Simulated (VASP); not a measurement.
# ZnS (F-43m) in VASP: notebook, part 2 of 3

VASP 6.6.1.

## (3) Relaxation of cell and atoms, PBE

This run uses another cell than the first one, of 19.78 Å³/atom, 0.981 times its volume.

Input file INCAR:

```
ALGO     = Normal         # electronic algorithm
EDIFF    = 1E-6           # SCF threshold, eV
EDIFFG   = -0.005         # ionic threshold
ENCUT    = 600            # plane-wave cutoff, eV
GGA      = PE             # functional
IBRION   = 2              # ionic algorithm
ISIF     = 3              # what is computed and relaxed
ISMEAR   = 0              # smearing method
LASPH    = True           # aspherical terms in the spheres
LCHARG   = False          # write CHGCAR
LREAL    = False          # projectors in reciprocal space
LWAVE    = False          # write WAVECAR
NELM     = 60             # most SCF steps
NSW      = 100            # ionic steps
PREC     = Accurate       # precision mode
SIGMA    = 0.02           # smearing width, eV
```

Input file KPOINTS:

```
k-points
0
Gamma
  10 10 10
```

Input file POSCAR:

```
ZnS
1.0
    0.0000000000      2.7046500000      2.7046500000
    2.7046500000      0.0000000000      2.7046500000
    2.7046500000      2.7046500000      0.0000000000
Zn S
1 1
Direct
    0.0000000000      0.0000000000      0.0000000000
    0.7500000000      0.7500000000      0.7500000000
```

Potentials or basis: VASP PAW PBE potentials, release 64 (Zn, S).

On the command line:

```bash
cat potpaw_PBE.64/Zn/POTCAR potpaw_PBE.64/S/POTCAR > POTCAR
mpirun -np 1 vasp_std > vasp.out
```

Run time: 59 s. Hardware: 1 thread of Intel Xeon Platinum 8375C at 2.90GHz (Ice Lake), shared host; peak memory 0.19 GiB.

The run converged. Its results:

```yaml
Free_energy: -6.8525 eV
Relaxed_volume: 20.19 Å³/atom
Relaxed_cell: a = 3.851 Å, b = 3.851 Å, c = 3.851 Å, α = 60.00°, β = 60.00°, γ = 60.00°
Space_group_after_relaxing_to_0.05_Å: F-43m (No. 216)
Energy_gained_by_relaxing: 2.0 meV/atom
Ionic_steps: 5
Pressure_after_relaxing: 0.0 GPa
Band_gap_on_the_k_mesh: 2.01 eV, direct
```

The path:
```tsv
step	energy change (eV)	largest force (eV/Å)	pressure (GPa)	volume (Å³)
1	0.0000	0.0000	1.53	39.57
2	-0.0036	0.0000	-0.42	40.66
3	-0.0039	0.0000	-0.05	40.41
4	-0.0039	0.0000	0.06	40.38
5	-0.0039	0.0000	0.03	40.38
```

Final structure:
```
Zn S
1.0
     0.00000    2.72309    2.72309
     2.72309    0.00000    2.72309
     2.72309    2.72309    0.00000
Zn S
1 1
Direct
  0.00000 0.00000 0.00000
  0.75000 0.75000 0.75000
```

Levels at points of the mesh, in eV from the valence-band top:
| k point | band 7 | band 8 | band 9 | band 10 | band 11 | band 12 |
| --- | --- | --- | --- | --- | --- | --- |
| (0.00, 0.00, 0.00) | 0.00 | 0.00 | 0.00 | 2.01 | 6.41 | 6.41 |
| (0.50, 0.00, 0.00) | -5.14 | -0.83 | -0.83 | 3.26 | 6.94 | 6.94 |
| (0.50, 0.50, 0.00) | -4.47 | -2.14 | -2.14 | 3.46 | 4.07 | 10.82 |

## (4) Relaxation of cell and atoms, PBE

Input file INCAR:

```
SYSTEM = ZnS
PREC = Accurate ; ENCUT = 600
EDIFF = 1E-6 ; ISMEAR = 0
SIGMA = 0.01 ; LREAL = .False.
LASPH = .True. ; NELM = 100
ALGO = Normal ; ISIF = 3
LWAVE = .False. ; LCHARG = .False.
GGA = PE ; IBRION = 2
NSW = 80 ; EDIFFG = -0.001
```

Input file KPOINTS:

```
regular mesh
0
Gamma
  10 10 10
  0 0 0
```

Input file POSCAR:

```
ZnS
1.0
    0.0000000000      2.7215639847      2.7215639847
    2.7215639847      0.0000000000      2.7215639847
    2.7215639847      2.7215639847      0.0000000000
Zn S
1 1
Direct
    0.0000000000      0.0000000000      0.0000000000
    0.7500000000      0.7500000000      0.7500000000
```

Potentials or basis: VASP PAW PBE potentials, release 64 (Zn, S).

On the command line:

```bash
cat potpaw_PBE.64/Zn/POTCAR potpaw_PBE.64/S/POTCAR > POTCAR
mpirun -np 1 vasp_std > vasp.out
```

OUTCAR:

```text
SYSTEM = ZnS
   PREC = Accurate
   ENCUT = 600
   EDIFF = 1E-6
   ISMEAR = 0
   LREAL = .False.
   LASPH = .True.
   NELM = 100
   ISIF = 3
   GGA = PE
   IBRION = 2
   NSW = 80
   EDIFFG = -0.001

 ion  position               nearest neighbor table
   1  0.000  0.000  0.000-   2 2.36   2 2.36   2 2.36   2 2.36
   2  0.750  0.750  0.750-   1 2.36   1 2.36   1 2.36   1 2.36

  LATTYP: Found a face centered cubic cell.
 ALAT       =     5.4431279694

  Lattice vectors:

 A1 = (   0.0000000000,   2.7215639847,   2.7215639847)
 A2 = (   2.7215639847,   0.0000000000,   2.7215639847)
 A3 = (   2.7215639847,   2.7215639847,   0.0000000000)

Analysis of symmetry for initial positions (statically):
=====================================================================
 Subroutine PRICEL returns:
 Original cell was already a primitive cell.

 Routine SETGRP: Setting up the symmetry group for a
 face centered cubic supercell.

 Subroutine GETGRP returns: Found 24 space group operations
 (whereof 24 operations were pure point group operations)
 out of a pool of 48 trial point group operations.

The static configuration has the point symmetry T_d .

Analysis of symmetry for dynamics (positions and initial velocities):
=====================================================================
 Subroutine PRICEL returns:
 Original cell was already a primitive cell.

 Routine SETGRP: Setting up the symmetry group for a
 face centered cubic supercell.

 Subroutine GETGRP returns: Found 24 space group operations
 (whereof 24 operations were pure point group operations)
 out of a pool of 48 trial point group operations.

The dynamic configuration has the point symmetry T_d .

 Subroutine INISYM returns: Found 24 space group operations
 (whereof 24 operations are pure point group operations),
 and found     1 'primitive' translations

----------------------------------------------------------------------------------------

                                     Primitive cell

  volume of cell :      40.3168

  direct lattice vectors                    reciprocal lattice vectors
     0.000000000  2.721563985  2.721563985    -0.183717893  0.183717893  0.183717893
     2.721563985  0.000000000  2.721563985     0.183717893 -0.183717893  0.183717893
     2.721563985  2.721563985  0.000000000     0.183717893  0.183717893 -0.183717893

  length of vectors
     3.848872698  3.848872698  3.848872698     0.318208724  0.318208724  0.318208724

  position of ions in fractional coordinates (direct lattice)
     0.000000000  0.000000000  0.000000000
     0.750000000  0.750000000  0.750000000

  ion indices of the primitive-cell ions
   primitive index   ion index
                 1           1
                 2           2

----------------------------------------------------------------------------------------

 KPOINTS: regular mesh

Automatic generation of k-mesh.
 Grid dimensions read from file:
 generate k-points for:   10   10   10

 Generating k-lattice:

  Cartesian coordinates                     Fractional coordinates (reciprocal lattice)
    -0.018371789  0.018371789  0.018371789     0.100000000  0.000000000  0.000000000
     0.018371789 -0.018371789  0.018371789     0.000000000  0.100000000  0.000000000
[... 52 lines left out ...]
   ISPIN  =      1    spin polarized calculation?
   LNONCOLLINEAR =      F non collinear calculations
   LSORBIT =      F    spin-orbit coupling
   LASPH  =      T    aspherical Exc in radial PAW
   ENCUT  =  600.0 eV  44.10 Ry    6.64 a.u.   7.69  7.69  7.69*2*pi/ulx,y,z
   NELM   =    100;   NELMIN=  2; NELMDL= -5     # of ELM steps
   EDIFF  = 0.1E-05   stopping-criterion for ELM
   LREAL  =      F    real-space projection
   EDIFFG = -.1E-02   stopping-criterion for IOM
   NSW    =     80    number of steps for IOM
   IBRION =      2    ionic relax: 0-MD 1-quasi-New 2-CG
   NFREE  =      1    steps in history (QN), initial steepest desc. (CG)
   ISIF   =      3    stress and relaxation
   ISYM   =      2    0-nonsym 1-usesym 2-fastsym
   POTIM  = 0.5000    time-step for ionic-motion
   TEBEG  =    0.0;   TEEND  =   0.0 temperature during run
   PSTRESS=    0.0 pullay stress
   NELECT =      18.0000    total number of electrons
   NUPDOWN=      -1.0000    fix difference up-down
   EMIN   =  10.00;   EMAX   =-10.00  energy-range for DOS
   EFERMI =   0.00;   METHOD = LEGACY
   ISMEAR =     0;   SIGMA  =   0.01  broadening in eV -4-tet -1-fermi 0-gaus
   EFERMI_NEDOS =   21; number of points for ismear=-14 and -15
   IALGO  =     38    algorithm
   IMIX   =      4    mixing-type and parameters
     AMIX     =   0.40;   BMIX     =  1.00
     AMIX_MAG =   1.60;   BMIX_MAG =  1.00
  volume/ion in A,a.u.               =      20.16       136.04
  Fermi-wavevector in a.u.,A,eV,Ry     =   1.251230  2.364482 21.300959  1.565576
  Thomas-Fermi vector in A             =   2.385187
   LORBIT       =      0    0 simple, 1 ext, 2 COOP (PROOUT), +10 PAW based schemes
   GGA     = PE    functional components
   LHFCALC =     F    Hartree Fock is set to
   AEXX    =    0.0000 exact exchange contribution
   IVDW    =     0    specifies the selected vdW correction
   LEPSILON=     F    determine dielectric tensor
   LRPA    =     F    only Hartree local field effects (RPA)
 conjugate gradient relaxation of ions
 non-spin polarized calculation
 Gauss-broadening in eV      SIGMA  =   0.01
  energy-cutoff  :      600.00
  volume of cell :       40.32
 maximum number of plane-waves:      1363
   NGX = 15   NGY = 15   NGZ = 15

--------------------------------------- Ionic step        1  -------------------------------------------

 number of electron      18.0000009 magnetization

 Free energy of the ion-electron system (eV)
  ---------------------------------------------------
  ext. energy  EPLUGINS =         0.00000000
  ---------------------------------------------------
  free energy    TOTEN  =        -6.85257579 eV

  energy without entropy =       -6.85257579  energy(sigma->0) =       -6.85257579

------------------------ aborting loop because EDIFF is reached ----------------------------------------

  FORCE on cell =-STRESS in cart. coord.  units (eV):
  Direction    XX          YY          ZZ          XY          YZ          ZX
  --------------------------------------------------------------------------------------
  -------------------------------------------------------------------------------------
  Total        0.0402912      0.0402912      0.0402912     -0.0000000      0.0000000      0.0000000
  in kB        1.6011599      1.6011599      1.6011599     -0.0000000      0.0000000      0.0000000
  external PRESSURE =       1.6011599 kB  Pullay stress =       0.0000000 kB
[... 131 lines left out ...]
--------------------------------------- Ionic step        5  -------------------------------------------

 number of electron      18.0000010 magnetization

 Free energy of the ion-electron system (eV)
  ---------------------------------------------------
  ext. energy  EPLUGINS =         0.00000000
  ---------------------------------------------------
  free energy    TOTEN  =        -6.85262066 eV

  energy without entropy =       -6.85262066  energy(sigma->0) =       -6.85262066

 E-fermi :   1.9458     XC(G=0):  -9.5163

 val. band max:        1.8831884837   @ k =   0.0000   0.0000   0.0000
 cond. band min:       3.8923481130   @ k =   0.0000   0.0000   0.0000
 fundamental gap:      2.0091596292
 Fermi energy:         1.9458391739

 k-point     1 :       0.0000    0.0000    0.0000
  band No.  band energies     occupation
      1     -11.0907      2.00000
      2      -4.3620      2.00000
      3      -4.3620      2.00000
      4      -4.3620      2.00000
      5      -3.8921      2.00000
      6      -3.8921      2.00000
      7       1.8832      2.00000
      8       1.8832      2.00000
      9       1.8832      2.00000
     10       3.8923      0.00000
     11       8.2952      0.00000
     12       8.2952      0.00000
     13       8.2952      0.00000
[... 354 lines left out ...]
  band No.  band energies     occupation
      1     -10.1763      2.00000
      2      -4.3613      2.00000
      3      -4.1294      2.00000
      4      -4.1197      2.00000
      5      -3.8653      2.00000
      6      -3.8387      2.00000
      7      -1.8028      2.00000
      8      -0.0221      2.00000
      9       0.1801      2.00000
     10       5.9824      0.00000
     11       6.5484      0.00000
     12      10.5950      0.00000
     13      11.5401      0.00000

 [... further k-points ...]

------------------------ aborting loop because EDIFF is reached ----------------------------------------

  FORCE on cell =-STRESS in cart. coord.  units (eV):
  Direction    XX          YY          ZZ          XY          YZ          ZX
  --------------------------------------------------------------------------------------
  -------------------------------------------------------------------------------------
  Total       -0.0003360     -0.0003360     -0.0003360      0.0000000     -0.0000000      0.0000000
  in kB       -0.0133159     -0.0133159     -0.0133159      0.0000000     -0.0000000      0.0000000
  external PRESSURE =      -0.0133159 kB  Pullay stress =       0.0000000 kB
[... 17 lines left out ...]
  FREE ENERGIE OF THE ION-ELECTRON SYSTEM (eV)
  ---------------------------------------------------
  free  energy   TOTEN  =        -6.8526206607 eV

  energy  without entropy=       -6.8526206607  energy(sigma->0) =       -6.85262066

 reached required accuracy - stopping structural energy minimisation
```

OSZICAR:

```text
N       E                     dE             d eps       ncg     rms          rms(c)
DAV:   1     0.941626377210E+02    0.94163E+02   -0.10154E+04  1222   0.183E+03
DAV:   2    -0.423034764930E+00   -0.94586E+02   -0.90078E+02  1325   0.305E+02
DAV:   3    -0.719106716547E+01   -0.67680E+01   -0.67343E+01  1527   0.797E+01
DAV:   4    -0.727844944217E+01   -0.87382E-01   -0.87350E-01  1367   0.953E+00
[... 28 lines left out ...]
DAV:   4    -0.685261953258E+01    0.41281E-06   -0.22904E-07   626   0.811E-03
   4 F= -.68526195E+01 E0= -.68526195E+01  d E =-.437447E-04
       N       E                     dE             d eps       ncg     rms          rms(c)
DAV:   1    -0.685262648320E+01   -0.65378E-05   -0.78696E-05  1467   0.208E-01    0.181E-02
DAV:   2    -0.685262114674E+01    0.53365E-05   -0.18834E-05  1437   0.133E-01    0.694E-03
DAV:   3    -0.685262066075E+01    0.48599E-06   -0.67318E-07   626   0.791E-03
   5 F= -.68526207E+01 E0= -.68526207E+01  d E =-.448729E-04
```

Run time: 41 s. Hardware: 1 thread of Intel Xeon Platinum 8375C at 2.90GHz (Ice Lake), shared host; peak memory 0.19 GiB.

What came out:

- Free energy: -6.8526 eV
- Relaxed volume: 20.21 Å³/atom
- Relaxed cell: a = 3.852 Å, b = 3.852 Å, c = 3.852 Å, α = 60.00°, β = 60.00°, γ = 60.00°
- Space group after relaxing (to 0.05 Å): F-43m (No. 216)
- Energy gained by relaxing: 0.0 meV/atom
- Ionic steps: 5
- Pressure after relaxing: 0.0 GPa
- Band gap on the k mesh: 2.01 eV, direct

Final structure:
```xyz
2
Lattice="0.0000 2.7239 2.7239 2.7239 0.0000 2.7239 2.7239 2.7239 0.0000" Properties=species:S:1:pos:R:3 pbc="T T T"
Zn    0.0000    0.0000    0.0000
S     4.0859    4.0859    4.0859
```

Levels at points of the mesh, in eV from the valence-band top:
```
           k point  band 6  band 7  band 8  band 9  band 10  band 11  band 12  band 13
(0.00, 0.00, 0.00)   -5.78    0.00    0.00    0.00     2.01     6.41     6.41     6.41
(0.50, 0.00, 0.00)   -5.58   -5.13   -0.83   -0.83     3.26     6.94     6.94     8.78
(0.50, 0.50, 0.00)   -5.57   -4.46   -2.13   -2.13     3.46     4.07    10.81    11.80
```

(Part 2 of 3 ends here.)
